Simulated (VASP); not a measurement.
# BiTe (R-3m) in VASP: further runs, part 3 of 3

VASP 6.6.1. Earlier steps stand in the parts before.

## 4. Single point, PBEsol

This run uses another cell than the first one, of the same volume but with other edges.

The input, INCAR:

```
ALGO     = Normal         # electronic algorithm
EDIFF    = 1E-6           # SCF threshold, eV
ENCUT    = 520            # plane-wave cutoff, eV
GGA      = PS             # functional
ISIF     = 2              # what is computed and relaxed
ISMEAR   = 0              # smearing method
LASPH    = True           # aspherical terms in the spheres
LCHARG   = False          # write CHGCAR
LREAL    = False          # projectors in reciprocal space
LWAVE    = False          # write WAVECAR
NBANDS   = 18             # bands
NELM     = 100            # most SCF steps
PREC     = Accurate       # precision mode
SIGMA    = 0.15           # smearing width, eV
```

The input, KPOINTS:

```
k-points
0
Gamma
  12 12 12
```

The input, POSCAR:

```
BiTe
1.0
    2.6097828348      1.5067588222      2.8587555455
   -2.6097828348      1.5067588222      2.8587555455
    0.0000000000     -3.0135176444      2.8587555455
Bi Te
1 1
Direct
    0.5000000000      0.5000000000      0.5000000000
    0.0000000000      0.0000000000      0.0000000000
```

Potentials or basis: VASP PAW PBE potentials, release 64 (Bi_d, Te).

On the command line:

```console
> cat potpaw_PBE.64/Bi_d/POTCAR potpaw_PBE.64/Te/POTCAR > POTCAR
> mpirun -np 1 vasp_std > vasp.out
```

OUTCAR:

```text
EDIFF = 1E-6
   ENCUT = 520
   GGA = PS
   ISIF = 2
   ISMEAR = 0
   LASPH = True
   LREAL = False
   NELM = 100
   PREC = Accurate

 ion  position               nearest neighbor table
   1  0.500  0.500  0.500-   2 3.34   2 3.34   2 3.34   2 3.34   2 3.34   2 3.34
   2  0.000  0.000  0.000-   1 3.34   1 3.34   1 3.34   1 3.34   1 3.34   1 3.34

  LATTYP: Found a trigonal (rhomboedric) cell.
 ALAT       =     4.1537659855
 COS(alpha) =     0.2104953631

  Lattice vectors:

 A1 = (   2.6097828348,   1.5067588222,   2.8587555455)
 A2 = (  -2.6097828348,   1.5067588222,   2.8587555455)
 A3 = (   0.0000000000,  -3.0135176444,   2.8587555455)

Analysis of symmetry for initial positions (statically):
=====================================================================
 Subroutine PRICEL returns:
 Original cell was already a primitive cell.

 Routine SETGRP: Setting up the symmetry group for a
 trigonal (rhombohedral) supercell.

 Subroutine GETGRP returns: Found 12 space group operations
 (whereof 12 operations were pure point group operations)
 out of a pool of 12 trial point group operations.

The static configuration has the point symmetry D_3d.

Analysis of symmetry for dynamics (positions and initial velocities):
=====================================================================
 Subroutine PRICEL returns:
 Original cell was already a primitive cell.

 Routine SETGRP: Setting up the symmetry group for a
 trigonal (rhombohedral) supercell.

 Subroutine GETGRP returns: Found 12 space group operations
 (whereof 12 operations were pure point group operations)
 out of a pool of 12 trial point group operations.

The dynamic configuration has the point symmetry D_3d.

 Subroutine INISYM returns: Found 12 space group operations
 (whereof 12 operations are pure point group operations),
 and found     1 'primitive' translations

----------------------------------------------------------------------------------------

                                     Primitive cell

  volume of cell :      67.4491

  direct lattice vectors                    reciprocal lattice vectors
     2.609782835  1.506758822  2.858755546     0.191586822  0.110612703  0.116600852
    -2.609782835  1.506758822  2.858755546    -0.191586822  0.110612703  0.116600852
     0.000000000 -3.013517644  2.858755546     0.000000000 -0.221225407  0.116600852

  length of vectors
     4.153765985  4.153765985  4.153765985     0.250072868  0.250072868  0.250072868

  position of ions in fractional coordinates (direct lattice)
     0.500000000  0.500000000  0.500000000
     0.000000000  0.000000000  0.000000000

  ion indices of the primitive-cell ions
   primitive index   ion index
                 1           1
                 2           2

----------------------------------------------------------------------------------------

 KPOINTS: k-points

Automatic generation of k-mesh.
 Grid dimensions read from file:
 generate k-points for:   12   12   12

 Generating k-lattice:

  Cartesian coordinates                     Fractional coordinates (reciprocal lattice)
     0.015965569  0.009217725  0.009716738     0.083333333  0.000000000  0.000000000
    -0.015965569  0.009217725  0.009716738     0.000000000  0.083333333  0.000000000
     0.000000000 -0.018435451  0.009716738     0.000000000  0.000000000  0.083333333

  Length of vectors
     0.020839406  0.020839406  0.020839406

  Shift w.r.t. Gamma in fractional coordinates (k-lattice)
     0.000000000  0.000000000  0.000000000

 Subroutine IBZKPT returns following result:
 ===========================================

 Found    189 irreducible k-points:

 Following reciprocal coordinates:
            Coordinates               Weight
  0.000000  0.000000  0.000000      1.000000
  0.083333 -0.000000 -0.000000      6.000000
  0.166667 -0.000000 -0.000000      6.000000
  0.250000 -0.000000 -0.000000      6.000000
  0.333333 -0.000000 -0.000000      6.000000
  0.416667  0.000000 -0.000000      6.000000
[... 16 lines left out ...]
  0.500000  0.166667 -0.000000     12.000000
 -0.416667  0.166667  0.000000     12.000000
 [... further k-points ...]
   k-points           NKPTS =    189   k-points in BZ     NKDIM =    189   number of bands    NBANDS=     18
   number of dos      NEDOS =    301   number of ions     NIONS =      2
   total plane-waves  NPLWV =  32768
   dimension x,y,z NGX =    32 NGY =   32 NGZ =   32
   dimension x,y,z NGXF=    64 NGYF=   64 NGZF=   64
   ions per type =               1   1
   NGX,Y,Z   is equivalent  to a cutoff of  12.81, 12.81, 12.81 a.u.
   NGXF,Y,Z  is equivalent  to a cutoff of  25.61, 25.61, 25.61 a.u.
 SYSTEM =  unknown system
   PREC   = accura    normal or accurate (medium, high low for compatibility)
   ISTART =      0    job   : 0-new  1-cont  2-samecut
   ICHARG =      2    charge: 1-file 2-atom 10-const
   ISPIN  =      1    spin polarized calculation?
   LNONCOLLINEAR =      F non collinear calculations
   LSORBIT =      F    spin-orbit coupling
   LASPH  =      T    aspherical Exc in radial PAW
   ENCUT  =  520.0 eV  38.22 Ry    6.18 a.u.   7.72  7.72  7.72*2*pi/ulx,y,z
   NELM   =    100;   NELMIN=  2; NELMDL= -5     # of ELM steps
   EDIFF  = 0.1E-05   stopping-criterion for ELM
   LREAL  =      F    real-space projection
   EDIFFG = 0.1E-04   stopping-criterion for IOM
   NSW    =      0    number of steps for IOM
   IBRION =     -1    ionic relax: 0-MD 1-quasi-New 2-CG
   NFREE  =      0    steps in history (QN), initial steepest desc. (CG)
   ISIF   =      2    stress and relaxation
   ISYM   =      2    0-nonsym 1-usesym 2-fastsym
   POTIM  = 0.5000    time-step for ionic-motion
   TEBEG  =    0.0;   TEEND  =   0.0 temperature during run
   PSTRESS=    0.0 pullay stress
   NELECT =      21.0000    total number of electrons
   NUPDOWN=      -1.0000    fix difference up-down
   EMIN   =  10.00;   EMAX   =-10.00  energy-range for DOS
   EFERMI =   0.00;   METHOD = LEGACY
   ISMEAR =     0;   SIGMA  =   0.15  broadening in eV -4-tet -1-fermi 0-gaus
   EFERMI_NEDOS =   21; number of points for ismear=-14 and -15
   IALGO  =     38    algorithm
   IMIX   =      4    mixing-type and parameters
     AMIX     =   0.40;   BMIX     =  1.00
     AMIX_MAG =   1.60;   BMIX_MAG =  1.00
  volume/ion in A,a.u.               =      33.72       227.58
  Fermi-wavevector in a.u.,A,eV,Ry     =   1.109573  2.096789 16.750837  1.231152
  Thomas-Fermi vector in A             =   2.246114
   LORBIT       =      0    0 simple, 1 ext, 2 COOP (PROOUT), +10 PAW based schemes
   GGA     = PS    functional components
   LHFCALC =     F    Hartree Fock is set to
   AEXX    =    0.0000 exact exchange contribution
   IVDW    =     0    specifies the selected vdW correction
   LEPSILON=     F    determine dielectric tensor
   LRPA    =     F    only Hartree local field effects (RPA)
 non-spin polarized calculation
 Gauss-broadening in eV      SIGMA  =   0.15
  energy-cutoff  :      520.00
  volume of cell :       67.45
 maximum number of plane-waves:      1830
   NGX = 15   NGY = 15   NGZ = 15

 number of electron      21.0000007 magnetization

 Free energy of the ion-electron system (eV)
  ---------------------------------------------------
  ext. energy  EPLUGINS =         0.00000000
  ---------------------------------------------------
  free energy    TOTEN  =        -7.80496779 eV

  energy without entropy =       -7.78936319  energy(sigma->0) =       -7.79716549

 E-fermi :   6.2806     XC(G=0):  -9.6947

 val. band max:        6.2738236832   @ k =  -0.3333   0.3333   0.0833
 cond. band min:       6.2899536100   @ k =  -0.4167   0.2500   0.2500
 fundamental gap:      0.0161299268
 Fermi energy:         6.2806006779

 k-point     1 :       0.0000    0.0000    0.0000
  band No.  band energies     occupation
      1     -16.8012      2.00000
      2     -16.8012      2.00000
      3     -16.7822      2.00000
      4     -16.7822      2.00000
      5     -16.7635      2.00000
      6      -6.8242      2.00000
[... 10 lines left out ...]
     17      14.3259      0.00000
     18      14.3259      0.00000

 k-point     2 :       0.0833   -0.0000   -0.0000
  band No.  band energies     occupation
      1     -16.8012      2.00000
      2     -16.8003      2.00000
      3     -16.7827      2.00000
      4     -16.7819      2.00000
      5     -16.7637      2.00000
      6      -6.7683      2.00000
[... 10 lines left out ...]
     17      14.5066      0.00000
     18      14.6480      0.00000
[... 442 lines left out ...]
 k-point    24 :      -0.4167    0.1667    0.0000
  band No.  band energies     occupation
      1     -16.7990      2.00000
      2     -16.7938      2.00000
      3     -16.7885      2.00000
      4     -16.7722      2.00000
      5     -16.7646      2.00000
      6      -5.0800      2.00000
[... 10 lines left out ...]
     17      15.3056      0.00000
     18      16.6503      0.00000

 [... further k-points ...]
[... 5 lines left out ...]
  --------------------------------------------------------------------------------------
  -------------------------------------------------------------------------------------
  Total       -2.8355817     -2.8355817     -0.6299111      0.0000000     -0.0000000      0.0000000
  in kB      -67.3560126    -67.3560126    -14.9628198      0.0000000     -0.0000000      0.0000000
  external PRESSURE =     -49.8916150 kB  Pullay stress =       0.0000000 kB

 VOLUME and BASIS-vectors are now :
 -----------------------------------------------------------------------------
  energy-cutoff  :      520.00
  volume of cell :       67.45
      direct lattice vectors                 reciprocal lattice vectors
     2.609782835  1.506758822  2.858755546     0.191586822  0.110612703  0.116600852
    -2.609782835  1.506758822  2.858755546    -0.191586822  0.110612703  0.116600852
     0.000000000 -3.013517644  2.858755546     0.000000000 -0.221225407  0.116600852

 POSITION                                       TOTAL-FORCE (eV/Angst)
 -----------------------------------------------------------------------------------
      0.00000      0.00000      4.28813         0.000000      0.000000      0.000000
      0.00000      0.00000      0.00000        -0.000000     -0.000000     -0.000000
 -----------------------------------------------------------------------------------
    total drift:                               -0.000000      0.000000     -0.000000

  FREE ENERGIE OF THE ION-ELECTRON SYSTEM (eV)
  ---------------------------------------------------
  free  energy   TOTEN  =        -7.8049677863 eV

  energy  without entropy=       -7.7893631915  energy(sigma->0) =       -7.79716549
```

It took 2.3 min on 1 thread of Intel Xeon 8259CL, shared host; peak memory 0.35 GiB.

What came out:

```
Free energy            : -7.8050 eV
Pressure               : -5.0 GPa
Band gap on the k mesh : zero (an odd number of electrons rules out a gap without spin polarisation)
```

Levels at points of the mesh, in eV from the Fermi level:
| k point | band 8 | band 9 | band 10 | band 11 | band 12 | band 13 |
| --- | --- | --- | --- | --- | --- | --- |
| (0.00, 0.00, 0.00) | -2.75 | -2.75 | -1.02 | 2.10 | 3.35 | 3.35 |
| (0.50, 0.00, 0.00) | -1.75 | -1.27 | -1.04 | -0.27 | -0.07 | 1.20 |
| (0.50, 0.50, 0.00) | -5.16 | -4.62 | -1.75 | 2.15 | 3.17 | 3.39 |
| (0.50, 0.50, 0.50) | -2.61 | -2.51 | -2.51 | -2.05 | -1.68 | -1.68 |

Caveat: the stress differs along the axes, from -7 to -1 GPa; the PAW data sets were made with another functional, which shifts forces and pressure a little; spin-orbit coupling is left out, which moves the levels of the heavy elements.

## 5. Single point, PBEsol

This run uses another cell than the first one, of the same volume but with other edges.

The input, INCAR:

```
PREC     = Accurate       # precision mode
ENCUT    = 520            # plane-wave cutoff, eV
EDIFF    = 1E-6           # SCF threshold, eV
ISMEAR   = 0              # smearing method
SIGMA    = 0.15           # smearing width, eV
LREAL    = False          # projectors in reciprocal space
LASPH    = True           # aspherical terms in the spheres
NELM     = 80             # most SCF steps
ALGO     = Normal         # electronic algorithm
ISIF     = 2              # what is computed and relaxed
LWAVE    = False          # write WAVECAR
LCHARG   = True           # write CHGCAR
GGA      = PS             # functional
LELF     = True           # ELF
LVHAR    = True         
NBANDS   = 18             # bands
```

The input, KPOINTS:

```
Automatic mesh
0
Gamma
  12 12 12
```

The input, POSCAR:

```
BiTe
1.0
    2.2198310163      1.2816200348      3.9513539146
   -2.2198310163      1.2816200348      3.9513539146
    0.0000000000     -2.5632400697      3.9513539146
Bi Te
1 1
Direct
    0.5000000000      0.5000000000      0.5000000000
    0.0000000000      0.0000000000      0.0000000000
```

On the command line:

```console
> cat potpaw_PBE.64/Bi_d/POTCAR potpaw_PBE.64/Te/POTCAR > POTCAR
> mpirun -np 1 vasp_std > vasp.out
```

Wall time 3.2 min (1 thread of Intel Xeon 8259CL, shared host); peak memory 0.37 GiB.

It converged, with:

* Free energy: -7.9847 eV
* Pressure: -1.8 GPa
* Band gap on the k mesh: zero (an odd number of electrons rules out a gap without spin polarisation)

Stress tensor (GPa, compression positive):
```
-1.72  0.00  0.00
 0.00 -1.72  0.00
 0.00  0.00 -1.94
```

Levels at points of the mesh, in eV from the Fermi level:
```tsv
k point	band 7	band 8	band 9	band 10	band 11	band 12	band 13	band 14
(0.00, 0.00, 0.00)	-8.18	-3.07	-2.25	-2.25	2.09	2.09	2.39	4.08
(0.50, 0.00, 0.00)	-11.22	-2.19	-1.84	-1.66	-1.23	-0.69	-0.57	6.92
(0.50, 0.50, 0.00)	-9.97	-5.69	-4.27	-3.73	2.20	3.44	3.63	4.84
(0.50, 0.50, 0.50)	-11.43	-1.62	-1.62	-1.27	-0.47	-0.28	-0.28	6.98
```

Caveat: the PAW data sets were made with another functional, which shifts forces and pressure a little; spin-orbit coupling is left out, which moves the levels of the heavy elements.

## 6. Overview

| cell | gap on the mesh (eV) | pressure (GPa) |
| --- | --- | --- |
| a = 4.297 Å, angles 69.7°, 2 atoms | none | -2.9 |
| a = 4.395 Å, angles 65.7°, 2 atoms | none | -2.1 |
| a = 4.154 Å, angles 77.8°, 2 atoms | none | -5.0 |
| a = 4.710 Å, angles 56.2°, 2 atoms | none | -1.8 |

Alike in all rows: task single point; level PBEsol; potentials or basis VASP PAW PBE potentials, release 64 (Bi_d, Te); no spin polarisation; k mesh 12 × 12 × 12; cutoff (eV) 520; smearing gaussian 0.15 eV.

Caveats: the PAW data sets were made with another functional, which shifts forces and pressure a little; spin-orbit coupling is left out, which moves the levels of the heavy elements; the stress differs along the axes, from -7 to -1 GPa (at least some runs).

Total energies depend on the potentials used, so only differences within one code and one set of settings carry meaning.

The gap in the log of VASP goes by the Fermi energy; the results here count the filled bands.